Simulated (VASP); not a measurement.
Runs of VASP 6.6.1 on Al. The structure is that of space group C2/m (No. 12), or close to it. The cells are those of the table. 

```tsv
cell	cutoff (eV)	gap on the mesh (eV)	pressure (GPa)	largest force (eV/Å)
a = 2.782, b = 2.782, c = 9.204 Å, angles 83.6, 86.0, 109.5°, 4 atoms	520	none	(b)	2.58
a = 2.782, b = 2.782, c = 9.226 Å, angles 81.3, 88.3, 109.5°, 4 atoms	520	none	2.8	1.68
a = 2.782, b = 2.782, c = 9.405 Å, angles 75.1, 93.4, 109.5°, 4 atoms	520	none	0.0	0.09
a = 2.782, b = 2.782, c = 9.337 Å, angles 76.8, 92.8, 109.5°, 4 atoms	500	none	0.2	0.10
a = 2.782, b = 2.782, c = 9.271 Å, angles 79.0, 90.6, 109.5°, 4 atoms	520	none	(a)	0.62
```

Alike in all rows: task single point; level PBEsol; potentials or basis VASP PAW PBE potentials, release 64 (Al); no spin polarisation; k mesh 16 × 16 × 5; smearing gaussian 0.15 eV.

**Question.** Estimate the missing entries.

**Answer.** (a) 1.0; (b) 4.4.

Caveats: the PAW data sets were made with another functional, which shifts forces and pressure a little; the cell stands under pressure (at least some runs).

A gap of «none» marks levels without a gap at the run's occupations.
